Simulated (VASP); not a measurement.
# Bi2BrClO4 (P4/mmm) in VASP: notebook

The runs below take Bi2BrClO4 through single point, relaxation of cell and atoms, with PBE.

Everything below comes from runs of VASP 6.6.1. Logs are shortened: lines on timing, memory, paths and dates and some standing lists are left out, and cuts for length are marked.

### Step 1. The cell of the first run

It takes space group P4/mmm (No. 123, tetragonal). Conventional cell: a = 3.938 Å, b = 3.938 Å, c = 9.239 Å, α = 90.00°, β = 90.00°, γ = 90.00°. Br (site symmetry 4/mmm) has 8 O at 2.46 Å within 3.2 Å. O (site symmetry 2mm) has 2 Bi at 2.25 Å and 2 Br at 2.46 Å and 5 O at 2.78 to 2.94 Å within 3.0 Å. Within 3.0 Å of Bi (site symmetry 4mm) lie 4 O at 2.25 Å. Cl (site symmetry 4/mmm) has 8 Bi at 3.46 Å and 8 O at 3.71 Å and 4 Cl at 3.94 Å within 4.5 Å.

### Step 2. Single point, PBE

Contents of INCAR:

```
SYSTEM = Bi2BrClO4
ALGO     = Normal         ! electronic algorithm
EDIFF    = 1E-6           ! SCF threshold, eV
ENCUT    = 520            ! plane-wave cutoff, eV
GGA      = PE             ! functional
ISIF     = 2              ! what is computed and relaxed
ISMEAR   = -1             ! smearing method
LASPH    = .TRUE.         ! aspherical terms in the spheres
LCHARG   = .FALSE.        ! write CHGCAR
LREAL    = .FALSE.        ! projectors in reciprocal space
LWAVE    = .FALSE.        ! write WAVECAR
NBANDS   = 44             ! bands
NELM     = 100            ! most SCF steps
PREC     = Accurate       ! precision mode
SIGMA    = 0.1144         ! smearing width, eV
```

Contents of KPOINTS:

```
k-points
0
G
  5 5 2
  0 0 0
```

Contents of POSCAR:

```
Bi2BrClO4
1.0
    3.9375605239      0.0000000000      0.0000000000
    0.0000000000      3.9375605239      0.0000000000
    0.0000000000      0.0000000000      9.2388480588
Br O Bi Cl
1 4 2 1
Direct
    0.0000000000      0.0000000000      0.0000000000
    0.5000000000      0.0000000000      0.8409778418
    0.0000000000      0.5000000000      0.8409778418
    0.5000000000      0.0000000000      0.1590221582
    0.0000000000      0.5000000000      0.1590221582
    0.5000000000      0.5000000000      0.7221286061
    0.5000000000      0.5000000000      0.2778713939
    0.0000000000      0.0000000000      0.5000000000
```

Potentials or basis: VASP PAW PBE potentials, release 64 (Br, O, Bi_d, Cl).

Run with:

```bash
$ cat potpaw_PBE.64/Br/POTCAR potpaw_PBE.64/O/POTCAR potpaw_PBE.64/Bi_d/POTCAR potpaw_PBE.64/Cl/POTCAR > POTCAR
$ mpirun -np 1 vasp_std > vasp.out
```

OUTCAR:

```text
SYSTEM = Bi2BrClO4
   EDIFF = 1E-6
   ENCUT = 520
   GGA = PE
   ISIF = 2
   ISMEAR = -1
   LASPH = .TRUE.
   LREAL = .FALSE.
   NELM = 100
   PREC = Accurate

 ion  position               nearest neighbor table
   1  0.000  0.000  0.000-
   2  0.500  0.000  0.841-   6 2.25   6 2.25
   3  0.000  0.500  0.841-   6 2.25   6 2.25
   4  0.500  0.000  0.159-   7 2.25   7 2.25
   5  0.000  0.500  0.159-   7 2.25   7 2.25
   6  0.500  0.500  0.722-   2 2.25   3 2.25   2 2.25   3 2.25
   7  0.500  0.500  0.278-   4 2.25   5 2.25   4 2.25   5 2.25
   8  0.000  0.000  0.500-

  LATTYP: Found a simple tetragonal cell.
 ALAT       =     3.9375605239
 C/A-ratio  =     2.3463380443

  Lattice vectors:

 A1 = (   3.9375605239,   0.0000000000,   0.0000000000)
 A2 = (   0.0000000000,   3.9375605239,   0.0000000000)
 A3 = (   0.0000000000,   0.0000000000,   9.2388480588)

Analysis of symmetry for initial positions (statically):
=====================================================================
 Subroutine PRICEL returns:
 Original cell was already a primitive cell.

 Routine SETGRP: Setting up the symmetry group for a
 simple tetragonal supercell.

 Subroutine GETGRP returns: Found 16 space group operations
 (whereof 16 operations were pure point group operations)
 out of a pool of 16 trial point group operations.

The static configuration has the point symmetry D_4h.

Analysis of symmetry for dynamics (positions and initial velocities):
=====================================================================
 Subroutine PRICEL returns:
 Original cell was already a primitive cell.

 Routine SETGRP: Setting up the symmetry group for a
 simple tetragonal supercell.

 Subroutine GETGRP returns: Found 16 space group operations
 (whereof 16 operations were pure point group operations)
 out of a pool of 16 trial point group operations.

The dynamic configuration has the point symmetry D_4h.

 Subroutine INISYM returns: Found 16 space group operations
 (whereof 16 operations are pure point group operations),
 and found     1 'primitive' translations

----------------------------------------------------------------------------------------

                                     Primitive cell

  volume of cell :     143.2426

  direct lattice vectors                    reciprocal lattice vectors
[... 88 lines left out ...]
   EDIFFG = 0.1E-04   stopping-criterion for IOM
   NSW    =      0    number of steps for IOM
   IBRION =     -1    ionic relax: 0-MD 1-quasi-New 2-CG
   NFREE  =      0    steps in history (QN), initial steepest desc. (CG)
   ISIF   =      2    stress and relaxation
   ISYM   =      2    0-nonsym 1-usesym 2-fastsym
   POTIM  = 0.5000    time-step for ionic-motion
   TEBEG  =    0.0;   TEEND  =   0.0 temperature during run
   PSTRESS=    0.0 pullay stress
   NELECT =      68.0000    total number of electrons
   NUPDOWN=      -1.0000    fix difference up-down
   EMIN   =  10.00;   EMAX   =-10.00  energy-range for DOS
   EFERMI =   0.00;   METHOD = LEGACY
   ISMEAR =    -1;   SIGMA  =   0.11  broadening in eV -4-tet -1-fermi 0-gaus
   EFERMI_NEDOS =   21; number of points for ismear=-14 and -15
   IALGO  =     38    algorithm
   IMIX   =      4    mixing-type and parameters
     AMIX     =   0.40;   BMIX     =  1.00
     AMIX_MAG =   1.60;   BMIX_MAG =  1.00
  volume/ion in A,a.u.               =      17.91       120.83
  Fermi-wavevector in a.u.,A,eV,Ry     =   1.277087  2.413344 22.190426  1.630950
  Thomas-Fermi vector in A             =   2.409706
   LORBIT       =      0    0 simple, 1 ext, 2 COOP (PROOUT), +10 PAW based schemes
   GGA     = PE    functional components
   LHFCALC =     F    Hartree Fock is set to
   AEXX    =    0.0000 exact exchange contribution
   IVDW    =     0    specifies the selected vdW correction
   LEPSILON=     F    determine dielectric tensor
   LRPA    =     F    only Hartree local field effects (RPA)
 non-spin polarized calculation
  energy-cutoff  :      520.00
  volume of cell :      143.24
 maximum number of plane-waves:      3890
 NGX is ok and might be reduce to    30
   NGX = 15   NGY = 15   NGZ = 35

 number of electron      67.9999997 magnetization

 Free energy of the ion-electron system (eV)
  ---------------------------------------------------
  ext. energy  EPLUGINS =         0.00000000
  ---------------------------------------------------
  free energy    TOTEN  =       -34.29927811 eV

  energy without entropy =      -34.08914674  energy(sigma->0) =      -34.19421243

 E-fermi :   4.6599     XC(G=0):  -9.9201

 val. band max:        4.6295862730   @ k =   0.4000   0.2000   0.5000
 cond. band min:       4.7101786326   @ k =   0.2000   0.2000   0.5000
 fundamental gap:      0.0805923597
 Fermi energy:         4.6599423556

 k-point     1 :       0.0000    0.0000    0.0000
  band No.  band energies     occupation
      1     -18.3119      2.00000
      2     -18.3099      2.00000
      3     -18.1787      2.00000
      4     -18.1666      2.00000
      5     -18.1508      2.00000
      6     -18.1508      2.00000
[... 553 lines left out ...]
     43      12.1631      0.00000
     44      12.6185      0.00000

------------------------ aborting loop because EDIFF is reached ----------------------------------------

  FORCE on cell =-STRESS in cart. coord.  units (eV):
  Direction    XX          YY          ZZ          XY          YZ          ZX
  --------------------------------------------------------------------------------------
  -------------------------------------------------------------------------------------
  Total        0.0375642      0.0375642     -0.0051018      0.0000000     -0.0000000      0.0000000
  in kB        0.4201582      0.4201582     -0.0570634      0.0000000     -0.0000000      0.0000000
  external PRESSURE =       0.2610844 kB  Pullay stress =       0.0000000 kB

 VOLUME and BASIS-vectors are now :
 -----------------------------------------------------------------------------
  energy-cutoff  :      520.00
  volume of cell :      143.24
      direct lattice vectors                 reciprocal lattice vectors
     3.937560524  0.000000000  0.000000000     0.253964350  0.000000000  0.000000000
     0.000000000  3.937560524  0.000000000     0.000000000  0.253964350  0.000000000
     0.000000000  0.000000000  9.238848059     0.000000000  0.000000000  0.108238602

 POSITION                                       TOTAL-FORCE (eV/Angst)
 -----------------------------------------------------------------------------------
      0.00000      0.00000      0.00000         0.000000     -0.000000     -0.000000
      1.96878      0.00000      7.76967        -0.000000     -0.000000      0.024849
      0.00000      1.96878      7.76967         0.000000     -0.000000      0.024849
      1.96878      0.00000      1.46918         0.000000     -0.000000     -0.024849
      0.00000      1.96878      1.46918         0.000000     -0.000000     -0.024849
      1.96878      1.96878      6.67164        -0.000000     -0.000000     -0.055473
      1.96878      1.96878      2.56721         0.000000      0.000000      0.055473
      0.00000      0.00000      4.61942         0.000000     -0.000000     -0.000000
 -----------------------------------------------------------------------------------
    total drift:                                0.000000      0.000000      0.000000

  FREE ENERGIE OF THE ION-ELECTRON SYSTEM (eV)
  ---------------------------------------------------
  free  energy   TOTEN  =       -34.2992781117 eV

  energy  without entropy=      -34.0891467406  energy(sigma->0) =      -34.19421243
```

OSZICAR:

```text
N       E                     dE             d eps       ncg     rms          rms(c)
DAV:   1     0.794606734705E+03    0.79461E+03   -0.33666E+04  1056   0.170E+03
DAV:   2     0.782502397234E+02   -0.71636E+03   -0.68268E+03  1160   0.461E+02
DAV:   3    -0.351338139972E+02   -0.11338E+03   -0.10942E+03  1260   0.190E+02
DAV:   4    -0.416468244865E+02   -0.65130E+01   -0.63550E+01  1180   0.477E+01
DAV:   5    -0.418936545623E+02   -0.24683E+00   -0.24646E+00  1348   0.975E+00    0.192E+01
DAV:   6    -0.355934173123E+02    0.63002E+01   -0.32868E+01  1476   0.521E+01    0.135E+01
DAV:   7    -0.342976711218E+02    0.12957E+01   -0.54849E+00  1172   0.142E+01    0.123E+01
DAV:   8    -0.344390294645E+02   -0.14136E+00   -0.48449E-01  1156   0.370E+00    0.139E+01
DAV:   9    -0.344046421642E+02    0.34387E-01   -0.13520E+00  1132   0.683E+00    0.108E+01
DAV:  10    -0.343179316910E+02    0.86710E-01   -0.13325E-01  1116   0.234E+00    0.582E+00
DAV:  11    -0.343069755055E+02    0.10956E-01   -0.32556E-02  1164   0.829E-01    0.365E+00
DAV:  12    -0.342992988847E+02    0.76766E-02   -0.15528E-02  1108   0.642E-01    0.101E+00
DAV:  13    -0.342994138600E+02   -0.11498E-03   -0.69037E-03  1328   0.404E-01    0.584E-01
DAV:  14    -0.342996088372E+02   -0.19498E-03   -0.30317E-04  1116   0.853E-02    0.639E-01
DAV:  15    -0.342992691067E+02    0.33973E-03   -0.85344E-04  1196   0.156E-01    0.397E-02
DAV:  16    -0.342992774305E+02   -0.83238E-05   -0.80378E-05  1160   0.488E-02    0.324E-02
DAV:  17    -0.342992781117E+02   -0.68119E-06   -0.17168E-06   936   0.762E-03
   1 F= -.34299278E+02 E0= -.34194212E+02  d E =-.210131E+00
```

stdout:

```text
POSCAR found type information on POSCAR BrO BiCl
 POSCAR found :  4 types and       8 ions
 scaLAPACK will be used
 LDA part: xc-table for (Slater+PW92), standard interpolation
 POSCAR, INCAR and KPOINTS ok, starting setup
 FFT: planning ... GRIDC
 FFT: planning ... GRID_SOFT
 FFT: planning ... GRID
 WAVECAR not read
 entering main loop
```

It took 51 s on 1 thread of Intel Xeon 6975P-C (Granite Rapids), shared host; peak memory 0.27 GiB.

Results:

| Quantity | Value |
| --- | --- |
| Free energy | -34.2993 eV |
| Pressure | 0.0 GPa |
| Largest force | 0.055 eV/Å |
| Band gap on the k mesh | zero (band 34 reaches 4.93 eV, above the bottom of band 35 at 4.57 eV) |

Forces on the atoms (eV/Å):
```
Br   0.000  0.000  0.000
O    0.000  0.000  0.025
O    0.000  0.000  0.025
O    0.000  0.000 -0.025
O    0.000  0.000 -0.025
Bi   0.000  0.000 -0.055
Bi   0.000  0.000  0.055
Cl   0.000  0.000  0.000
```

Caveat: spin-orbit coupling is left out, which moves the levels of the heavy elements.

### Step 3. Relaxation of cell and atoms, PBE

This run uses another cell than the first one, of 17.36 Å³/atom, 0.969 times its volume.

Contents of INCAR:

```
ALGO = Normal
EDIFF = 1E-6
EDIFFG = -0.01
ENCUT = 600
GGA = PE
IBRION = 2
ISIF = 3
ISMEAR = -1
LASPH = T
LCHARG = F
LREAL = F
LWAVE = F
NELM = 100
NSW = 60
PREC = Accurate
SIGMA = 0.1144
```

Contents of KPOINTS:

```
k-points
0
Gamma
  5 5 2
```

Contents of POSCAR:

```
Bi2BrClO4
1.0
    3.9168440000      0.0000000000      0.0000000000
    0.0000000000      3.9168440000      0.0000000000
    0.0000000000      0.0000000000      9.0515770000
Br O Bi Cl
1 4 2 1
Direct
    0.0000000000      0.0000000000      0.0000000000
    0.5000000000      0.0000000000      0.8480000000
    0.0000000000      0.5000000000      0.8480000000
    0.5000000000      0.0000000000      0.1520000000
    0.0000000000      0.5000000000      0.1520000000
    0.5000000000      0.5000000000      0.7196000000
    0.5000000000      0.5000000000      0.2804000000
    0.0000000000      0.0000000000      0.5000000000
```

Potentials or basis: VASP PAW PBE potentials, release 64 (Br, O, Bi_d, Cl).

Run with:

```bash
$ cat potpaw_PBE.64/Br/POTCAR potpaw_PBE.64/O/POTCAR potpaw_PBE.64/Bi_d/POTCAR potpaw_PBE.64/Cl/POTCAR > POTCAR
$ mpirun -np 1 vasp_std > vasp.out
```

It took 6.1 min on 1 thread of Intel Xeon 6975P-C (Granite Rapids), shared host; peak memory 0.31 GiB.

The run converged. Its results:

```yaml
Free_energy: -34.3016 eV
Relaxed_volume: 17.85 Å³/atom
Relaxed_cell: a = 3.936 Å, b = 3.936 Å, c = 9.218 Å, α = 90.00°, β = 90.00°, γ = 90.00°
Space_group_after_relaxing_to_0.05_Å: P4/mmm (No. 123)
Energy_gained_by_relaxing: 10.0 meV/atom
Ionic_steps: 15
Pressure_after_relaxing: 0.0 GPa
Band_gap_on_the_k_mesh: zero (band 34 reaches 4.98 eV, above the bottom of band 35 at 4.62 eV)
```

The path:
| step | energy change (eV) | largest force (eV/Å) | pressure (GPa) | volume (Å³) |
| --- | --- | --- | --- | --- |
| 1 | 0.0000 | 0.6045 | 0.68 | 138.87 |
| 2 | -0.0576 | 0.1614 | 1.04 | 140.34 |
| 3 | -0.0626 | 0.2346 | 1.20 | 140.91 |
| 4 | -0.0716 | 0.0764 | -0.73 | 144.30 |
| 5 | -0.0731 | 0.0643 | -0.22 | 143.36 |
| 6 | -0.0764 | 0.0415 | -0.13 | 143.42 |
| 7 | -0.0787 | 0.0636 | 0.03 | 143.51 |
| 8 | -0.0787 | 0.0610 | 0.01 | 143.51 |
| 9 | -0.0790 | 0.0217 | -0.14 | 143.54 |
| 10 | -0.0790 | 0.0239 | -0.14 | 143.55 |
| 11 | -0.0793 | 0.0210 | -0.14 | 143.36 |
| 12 | -0.0795 | 0.0138 | 0.10 | 142.82 |
| 13 | -0.0797 | 0.0147 | 0.05 | 142.81 |
| 14 | -0.0798 | 0.0227 | 0.01 | 142.79 |
| 15 | -0.0798 | 0.0015 | 0.05 | 142.83 |

Final structure:
```xyz
8
Lattice="3.9363 0.0000 0.0000 0.0000 3.9363 0.0000 0.0000 0.0000 9.2179" Properties=species:S:1:pos:R:3 pbc="T T T"
Br    3.9363    0.0000    0.0000
O     1.9682    0.0000    7.7519
O     0.0000    1.9682    7.7519
O     1.9682    0.0000    1.4659
O     0.0000    1.9682    1.4659
Bi    1.9682    1.9682    6.6503
Bi    1.9682    1.9682    2.5676
Cl    3.9363    0.0000    4.6089
```

Levels at points of the mesh, in eV from the Fermi level:
```
           k point  band 32  band 33  band 34  band 35  band 36  band 37
(0.00, 0.00, 0.00)    -1.89    -1.86    -0.55     0.11     0.11     0.61
(0.00, 0.00, 0.50)    -1.89    -1.87    -0.68     0.06     0.06     0.86
```

Caveat: spin-orbit coupling is left out, which moves the levels of the heavy elements.
